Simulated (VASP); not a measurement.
# TiO2 (I4_1/amd) in VASP: a series of runs

The runs below take TiO2 through single point, with PBEsol.

All numbers are computed with VASP 6.6.1; they aren't measurements. Logs are shortened: lines on timing, memory, paths and dates and some standing lists are left out, and cuts for length are marked.

## Step 1: The cell of the first run

It takes space group I4_1/amd (No. 141, tetragonal). The conventional cell has a = 3.769 Å, b = 3.769 Å, c = 9.558 Å, α = 90.00°, β = 90.00°, γ = 90.00°. Ti (site symmetry -4m2) has 6 O at 1.93 to 1.98 Å within 2.6 Å. Within 2.6 Å of O (site symmetry 2mm) lie 3 Ti at 1.93 to 1.98 Å and 2 O at 2.46 Å.

## Step 2: Single point, PBEsol

The input, INCAR:

```
SYSTEM = TiO2
PREC     = Accurate       ! precision mode
ENCUT    = 520            ! plane-wave cutoff, eV
EDIFF    = 1E-6           ! SCF threshold, eV
ISMEAR   = 0              ! smearing method
SIGMA    = 0.02           ! smearing width, eV
LREAL    = .FALSE.        ! projectors in reciprocal space
LASPH    = .TRUE.         ! aspherical terms in the spheres
NELM     = 80             ! most SCF steps
ALGO     = Normal         ! electronic algorithm
ISIF     = 2              ! what is computed and relaxed
LWAVE    = .FALSE.        ! write WAVECAR
LCHARG   = .TRUE.         ! write CHGCAR
GGA      = PS             ! functional
LELF     = .TRUE.         ! ELF
LVHAR    = .TRUE.       
NBANDS   = 33             ! bands
```

The input, KPOINTS:

```
Automatic mesh
0
G
  10 10 10
  0 0 0
```

The input, POSCAR:

```
TiO2
1.0
   -1.8843961149      1.8843961149      4.7791527478
    1.8843961149     -1.8843961149      4.7791527478
    1.8843961149      1.8843961149     -4.7791527478
Ti O
2 4
Direct
    0.0000000000      0.0000000000      0.0000000000
    0.7500000000      0.2500000000      0.5000000000
    0.9574304420      0.4574304420      0.5000000000
    0.2074304420      0.2074304420      0.0000000000
    0.5425695580      0.0425695580      0.5000000000
    0.7925695580      0.7925695580      0.0000000000
```

Potentials or basis: VASP PAW PBE potentials, release 64 (Ti_sv, O).

On the command line:

```bash
> cat potpaw_PBE.64/Ti_sv/POTCAR potpaw_PBE.64/O/POTCAR > POTCAR
> mpirun -np 1 vasp_std > vasp.out
```

OUTCAR:

```text
SYSTEM = TiO2
   PREC = Accurate
   ENCUT = 520
   EDIFF = 1E-6
   ISMEAR = 0
   LREAL = .FALSE.
   LASPH = .TRUE.
   NELM = 80
   ISIF = 2
   GGA = PS

 ion  position               nearest neighbor table
   1  0.000  0.000  0.000-   5 1.93   3 1.93   5 1.93   3 1.93   4 1.98   6 1.98
   2  0.750  0.250  0.500-   6 1.93   4 1.93   6 1.93   4 1.93   3 1.98   5 1.98
   3  0.957  0.457  0.500-   1 1.93   1 1.93   2 1.98
   4  0.207  0.207  0.000-   2 1.93   2 1.93   1 1.98
   5  0.543  0.043  0.500-   1 1.93   1 1.93   2 1.98
   6  0.793  0.793  0.000-   2 1.93   2 1.93   1 1.98

  LATTYP: Found a body centered tetragonal cell.
 ALAT       =     3.7687922298
 C/A-ratio  =     2.5361720447

  Lattice vectors:

 A1 = (  -1.8843961149,   1.8843961149,   4.7791527478)
 A2 = (   1.8843961149,  -1.8843961149,   4.7791527478)
 A3 = (   1.8843961149,   1.8843961149,  -4.7791527478)

Analysis of symmetry for initial positions (statically):
=====================================================================
 Subroutine PRICEL returns:
 Original cell was already a primitive cell.

 Routine SETGRP: Setting up the symmetry group for a
 body centered tetragonal supercell.

 Subroutine GETGRP returns: Found 16 space group operations
 (whereof  8 operations were pure point group operations)
 out of a pool of 16 trial point group operations.

The static configuration has the point symmetry D_2d.
 The point group associated with its full space group is D_4h.

Analysis of symmetry for dynamics (positions and initial velocities):
=====================================================================
 Subroutine PRICEL returns:
 Original cell was already a primitive cell.

 Routine SETGRP: Setting up the symmetry group for a
 body centered tetragonal supercell.

 Subroutine GETGRP returns: Found 16 space group operations
 (whereof  8 operations were pure point group operations)
 out of a pool of 16 trial point group operations.

The dynamic configuration has the point symmetry D_2d.
 The point group associated with its full space group is D_4h.

 Subroutine INISYM returns: Found 16 space group operations
 (whereof  8 operations are pure point group operations),
 and found     1 'primitive' translations

----------------------------------------------------------------------------------------

                                     Primitive cell

  volume of cell :      67.8821

  direct lattice vectors                    reciprocal lattice vectors
    -1.884396115  1.884396115  4.779152748     0.000000000  0.265336994  0.104621054
     1.884396115 -1.884396115  4.779152748     0.265336994  0.000000000  0.104621054
     1.884396115  1.884396115 -4.779152748     0.265336994  0.265336994  0.000000000

  length of vectors
     5.471946493  5.471946493  5.471946493     0.285217961  0.285217961  0.375243175

  position of ions in fractional coordinates (direct lattice)
     0.000000000  0.000000000  0.000000000
     0.750000000  0.250000000  0.500000000
     0.957430442  0.457430442  0.500000000
     0.207430442  0.207430442  0.000000000
     0.542569558  0.042569558  0.500000000
     0.792569558  0.792569558  0.000000000

  ion indices of the primitive-cell ions
   primitive index   ion index
                 1           1
                 2           2
                 3           3
                 4           4
                 5           5
                 6           6

----------------------------------------------------------------------------------------

 KPOINTS: Automatic mesh

Automatic generation of k-mesh.
 Grid dimensions read from file:
 generate k-points for:   10   10   10

 Generating k-lattice:

  Cartesian coordinates                     Fractional coordinates (reciprocal lattice)
     0.000000000  0.026533699  0.010462105     0.100000000  0.000000000  0.000000000
     0.026533699  0.000000000  0.010462105     0.000000000  0.100000000  0.000000000
     0.026533699  0.026533699  0.000000000     0.000000000  0.000000000  0.100000000

  Length of vectors
     0.028521796  0.028521796  0.037524318

  Shift w.r.t. Gamma in fractional coordinates (k-lattice)
     0.000000000  0.000000000  0.000000000

 Subroutine IBZKPT returns following result:
 ===========================================

 Found    102 irreducible k-points:

 Following reciprocal coordinates:
            Coordinates               Weight
  0.000000  0.000000  0.000000      1.000000
  0.100000 -0.000000  0.000000      8.000000
  0.200000 -0.000000  0.000000      8.000000
  0.300000  0.000000  0.000000      8.000000
  0.400000  0.000000  0.000000      8.000000
  0.500000 -0.000000  0.000000      4.000000
[... 16 lines left out ...]
  0.300000  0.300000  0.000000      8.000000
  0.400000  0.300000  0.000000     16.000000
 [... further k-points ...]
   k-points           NKPTS =    102   k-points in BZ     NKDIM =    102   number of bands    NBANDS=     33
   number of dos      NEDOS =    301   number of ions     NIONS =      6
   total plane-waves  NPLWV =  74088
   dimension x,y,z NGX =    42 NGY =   42 NGZ =   42
   dimension x,y,z NGXF=    84 NGYF=   84 NGZF=   84
   ions per type =               2   4
   NGX,Y,Z   is equivalent  to a cutoff of  12.76, 12.76, 12.76 a.u.
   NGXF,Y,Z  is equivalent  to a cutoff of  25.52, 25.52, 25.52 a.u.
 SYSTEM =  TiO2
   PREC   = accura    normal or accurate (medium, high low for compatibility)
   ISTART =      0    job   : 0-new  1-cont  2-samecut
   ICHARG =      2    charge: 1-file 2-atom 10-const
   ISPIN  =      1    spin polarized calculation?
   LNONCOLLINEAR =      F non collinear calculations
   LSORBIT =      F    spin-orbit coupling
   LASPH  =      T    aspherical Exc in radial PAW
   ENCUT  =  520.0 eV  38.22 Ry    6.18 a.u.  10.17 10.17 10.17*2*pi/ulx,y,z
   NELM   =     80;   NELMIN=  2; NELMDL= -5     # of ELM steps
   EDIFF  = 0.1E-05   stopping-criterion for ELM
   LREAL  =      F    real-space projection
   EDIFFG = 0.1E-04   stopping-criterion for IOM
   NSW    =      0    number of steps for IOM
   IBRION =     -1    ionic relax: 0-MD 1-quasi-New 2-CG
   NFREE  =      0    steps in history (QN), initial steepest desc. (CG)
   ISIF   =      2    stress and relaxation
   ISYM   =      2    0-nonsym 1-usesym 2-fastsym
   POTIM  = 0.5000    time-step for ionic-motion
   TEBEG  =    0.0;   TEEND  =   0.0 temperature during run
   PSTRESS=    0.0 pullay stress
   NELECT =      48.0000    total number of electrons
   NUPDOWN=      -1.0000    fix difference up-down
   EMIN   =  10.00;   EMAX   =-10.00  energy-range for DOS
   EFERMI =   0.00;   METHOD = LEGACY
   ISMEAR =     0;   SIGMA  =   0.02  broadening in eV -4-tet -1-fermi 0-gaus
   EFERMI_NEDOS =   21; number of points for ismear=-14 and -15
   IALGO  =     38    algorithm
   IMIX   =      4    mixing-type and parameters
     AMIX     =   0.40;   BMIX     =  1.00
     AMIX_MAG =   1.60;   BMIX_MAG =  1.00
  volume/ion in A,a.u.               =      11.31        76.35
  Fermi-wavevector in a.u.,A,eV,Ry     =   1.458490  2.756147 28.942222  2.127193
  Thomas-Fermi vector in A             =   2.575168
   LORBIT       =      0    0 simple, 1 ext, 2 COOP (PROOUT), +10 PAW based schemes
   GGA     = PS    functional components
   LHFCALC =     F    Hartree Fock is set to
   AEXX    =    0.0000 exact exchange contribution
   IVDW    =     0    specifies the selected vdW correction
   LEPSILON=     F    determine dielectric tensor
   LRPA    =     F    only Hartree local field effects (RPA)
 non-spin polarized calculation
 Gauss-broadening in eV      SIGMA  =   0.02
  energy-cutoff  :      520.00
  volume of cell :       67.88
 maximum number of plane-waves:      1846
 NGX is ok and might be reduce to    42

 number of electron      47.9999993 magnetization

 Free energy of the ion-electron system (eV)
  ---------------------------------------------------
  ext. energy  EPLUGINS =         0.00000000
  ---------------------------------------------------
  free energy    TOTEN  =       -56.21746831 eV

  energy without entropy =      -56.21746831  energy(sigma->0) =      -56.21746831

 E-fermi :   3.3891     XC(G=0): -11.0345

 val. band max:        3.3039449930   @ k =  -0.4000   0.4000   0.0000
 cond. band min:       5.4046433886   @ k =   0.0000   0.0000   0.0000
 fundamental gap:      2.1006983957
 Fermi energy:         3.3890661803

 k-point     1 :       0.0000    0.0000    0.0000
  band No.  band energies     occupation
      1     -52.7910      2.00000
      2     -52.7288      2.00000
      3     -29.3832      2.00000
      4     -29.1344      2.00000
      5     -29.1344      2.00000
      6     -29.0616      2.00000
[... 25 lines left out ...]
     32       8.6733      0.00000
     33       8.7457      0.00000

 k-point     2 :       0.1000   -0.0000    0.0000
  band No.  band energies     occupation
      1     -52.7896      2.00000
      2     -52.7297      2.00000
      3     -29.3802      2.00000
      4     -29.1480      2.00000
      5     -29.1354      2.00000
      6     -29.0673      2.00000
[... 25 lines left out ...]
     32       8.7781      0.00000
     33       9.0317      0.00000

 k-point     3 :       0.2000   -0.0000    0.0000
  band No.  band energies     occupation
      1     -52.7858      2.00000
      2     -52.7323      2.00000
      3     -29.3727      2.00000
      4     -29.1823      2.00000
      5     -29.1378      2.00000
      6     -29.0808      2.00000
[... 25 lines left out ...]
     32       9.1271      0.00000
     33       9.4624      0.00000

 k-point     4 :       0.3000    0.0000    0.0000
  band No.  band energies     occupation
      1     -52.7805      2.00000
      2     -52.7361      2.00000
      3     -29.3636      2.00000
      4     -29.2236      2.00000
      5     -29.1404      2.00000
      6     -29.0937      2.00000
[... 673 lines left out ...]
     32       9.8636      0.00000
     33      10.1058      0.00000

 k-point    23 :       0.3000    0.3000    0.0000
  band No.  band energies     occupation
      1     -52.7674      2.00000
      2     -52.7459      2.00000
      3     -29.3360      2.00000
      4     -29.2767      2.00000
      5     -29.1828      2.00000
      6     -29.1347      2.00000
[... 25 lines left out ...]
     32       9.8711      0.00000
     33      10.6977      0.00000

 k-point    24 :       0.4000    0.3000    0.0000
  band No.  band energies     occupation
      1     -52.7634      2.00000
      2     -52.7486      2.00000
      3     -29.3393      2.00000
      4     -29.2991      2.00000
      5     -29.1849      2.00000
      6     -29.1516      2.00000
[... 25 lines left out ...]
     32       9.8761      0.00000
     33      10.7710      0.00000

 [... further k-points ...]

------------------------ aborting loop because EDIFF is reached ----------------------------------------

  FORCE on cell =-STRESS in cart. coord.  units (eV):
  Direction    XX          YY          ZZ          XY          YZ          ZX
  --------------------------------------------------------------------------------------
  -------------------------------------------------------------------------------------
  Total        0.3068043      0.3068043      0.3135656      0.0000000      0.0000000      0.0000000
  in kB        7.2413030      7.2413030      7.4008849      0.0000000      0.0000000      0.0000000
  external PRESSURE =       7.2944970 kB  Pullay stress =       0.0000000 kB

 VOLUME and BASIS-vectors are now :
 -----------------------------------------------------------------------------
  energy-cutoff  :      520.00
  volume of cell :       67.88
      direct lattice vectors                 reciprocal lattice vectors
    -1.884396115  1.884396115  4.779152748     0.000000000  0.265336994  0.104621054
     1.884396115 -1.884396115  4.779152748     0.265336994  0.000000000  0.104621054
     1.884396115  1.884396115 -4.779152748     0.265336994  0.265336994  0.000000000

 POSITION                                       TOTAL-FORCE (eV/Angst)
 -----------------------------------------------------------------------------------
      0.00000      0.00000      0.00000        -0.000000     -0.000000      0.000000
     -0.00000      1.88440      2.38958        -0.000000     -0.000000      0.000000
      0.00000      1.88440      4.37226         0.000000     -0.000000      0.021057
      0.00000      0.00000      1.98268        -0.000000      0.000000      0.021057
      0.00000      1.88440      0.40689         0.000000     -0.000000     -0.021057
      0.00000      0.00000      7.57562        -0.000000      0.000000     -0.021057
 -----------------------------------------------------------------------------------
    total drift:                                0.000000     -0.000000     -0.000000

  FREE ENERGIE OF THE ION-ELECTRON SYSTEM (eV)
  ---------------------------------------------------
  free  energy   TOTEN  =       -56.2174683065 eV

  energy  without entropy=      -56.2174683065  energy(sigma->0) =      -56.21746831
```

It took 12 min on 1 thread of Intel Xeon 8259CL, shared host; peak memory 0.37 GiB.

What came out:

```
Free energy            : -56.2175 eV
Pressure               : 0.7 GPa
Largest force          : 0.021 eV/Å
Band gap on the k mesh : 2.10 eV, indirect (least direct gap 2.42 eV)
```

Forces in eV/Å, atoms in the order of the input:
```
Ti   0.000  0.000  0.000
Ti   0.000  0.000  0.000
O    0.000  0.000  0.021
O    0.000  0.000  0.021
O    0.000  0.000 -0.021
O    0.000  0.000 -0.021
```

Levels at points of the mesh, in eV from the valence-band top:
| k point | band 22 | band 23 | band 24 | band 25 | band 26 | band 27 |
| --- | --- | --- | --- | --- | --- | --- |
| (0.00, 0.00, 0.00) | -0.77 | -0.46 | -0.46 | 2.10 | 2.85 | 4.05 |
| (0.50, 0.00, 0.00) | -0.96 | -0.83 | -0.64 | 3.26 | 3.58 | 3.59 |
| (0.50, 0.50, 0.00) | -2.09 | -0.04 | -0.04 | 3.34 | 3.34 | 3.84 |
| (0.50, 0.50, 0.50) | -1.26 | -0.10 | -0.10 | 2.46 | 2.46 | 3.81 |

Caveat: the PAW data sets were made with another functional, which shifts forces and pressure a little.

## Step 3: Single point, PBEsol

This run uses another cell than the first one: it holds 30 atoms, not 6.

The input, INCAR:

```
SYSTEM = TiO2
ALGO = Normal
EDIFF = 1E-6
ENCUT = 520
GGA = PS
ISIF = 2
ISMEAR = 0
LASPH = .TRUE.
LCHARG = .FALSE.
LREAL = Auto
LWAVE = .FALSE.
NBANDS = 141
NELM = 100
PREC = Accurate
SIGMA = 0.02
```

The input, KPOINTS:

```
Automatic mesh
0
Gamma
  2 2 2
  0.5 0.5 0.5
```

The input, POSCAR:

```
TiO2
1.0
    5.6531883446      1.8843961149     -4.7791527478
   -1.8843961149      5.6531883446      4.7791527478
    1.8843961149     -5.6531883446      4.7791527478
Ti O
10 20
Direct
    0.4000000000      0.8000000000      0.6000000000
    0.6000000000      0.2000000000      0.4000000000
    0.0000000000      1.0000000000      0.0000000000
    0.8000000000      0.6000000000      0.2000000000
    0.2000000000      0.4000000000      0.8000000000
    0.1000000000      0.4500000000      0.1500000000
    0.3000000000      0.8500000000      0.9500000000
    0.7000000000      0.6500000000      0.5500000000
    0.5000000000      0.2500000000      0.7500000000
    0.9000000000      0.0500000000      0.3500000000
    0.1000000000      0.6574304420      0.3574304420
    0.3000000000      0.0574304420      0.1574304420
    0.7000000000      0.8574304420      0.7574304420
    0.5000000000      0.4574304420      0.9574304420
    0.9000000000      0.2574304420      0.5574304420
    1.0000000000      0.2074304420      0.2074304420
    0.2000000000      0.6074304420      0.0074304420
    0.6000000000      0.4074304420      0.6074304420
    0.4000000000      0.0074304420      0.8074304420
    0.8000000000      0.8074304420      0.4074304420
    0.1000000000      0.2425695580      0.9425695580
    0.3000000000      0.6425695580      0.7425695580
    0.7000000000      0.4425695580      0.3425695580
    0.5000000000      0.0425695580      0.5425695580
    0.9000000000      0.8425695580      0.1425695580
    0.4000000000      0.5925695580      0.3925695580
    0.6000000000      0.9925695580      0.1925695580
    0.0000000000      0.7925695580      0.7925695580
    0.8000000000      0.3925695580      0.9925695580
    0.2000000000      0.1925695580      0.5925695580
```

Potentials or basis: VASP PAW PBE potentials, release 64 (Ti_sv, O).

On the command line:

```bash
> cat potpaw_PBE.64/Ti_sv/POTCAR potpaw_PBE.64/O/POTCAR > POTCAR
> mpirun -np 1 vasp_std > vasp.out
```

Run time: 9.9 min. Hardware: 1 thread of Intel Xeon 8259CL, shared host; peak memory 0.51 GiB.

The run converged. Its results:

- Free energy: -281.0872 eV
- Pressure: 0.7 GPa
- Largest force: 0.013 eV/Å
- Band gap on the k mesh: 2.31 eV

Forces on the atoms (eV/Å):
```
Ti   0.000  0.000  0.000
Ti   0.000  0.000  0.000
Ti   0.000  0.000  0.000
Ti   0.000  0.000  0.000
Ti   0.000  0.000  0.000
Ti   0.000  0.000  0.000
Ti   0.000  0.000  0.000
Ti   0.000  0.000  0.000
Ti   0.000  0.000  0.000
Ti   0.000  0.000  0.000
O    0.000  0.000  0.013
O    0.000  0.000  0.013
O    0.000  0.000  0.013
O    0.000  0.000  0.013
O    0.000  0.000  0.013
O    0.000  0.000  0.013
O    0.000  0.000  0.013
O    0.000  0.000  0.013
O    0.000  0.000  0.013
O    0.000  0.000  0.013
O    0.000  0.000 -0.013
O    0.000  0.000 -0.013
O    0.000  0.000 -0.013
O    0.000  0.000 -0.013
O    0.000  0.000 -0.013
O    0.000  0.000 -0.013
O    0.000  0.000 -0.013
O    0.000  0.000 -0.013
O    0.000  0.000 -0.013
O    0.000  0.000 -0.013
```

Levels at points of the mesh, in eV from the valence-band top:
```csv
k point,band 117,band 118,band 119,band 120,band 121,band 122,band 123,band 124
"(0.25, 0.25, 0.25)",-0.36,-0.36,-0.14,-0.14,3.11,3.11,3.11,3.11
```

Caveat: the PAW data sets were made with another functional, which shifts forces and pressure a little. A k mesh can miss the band edges.
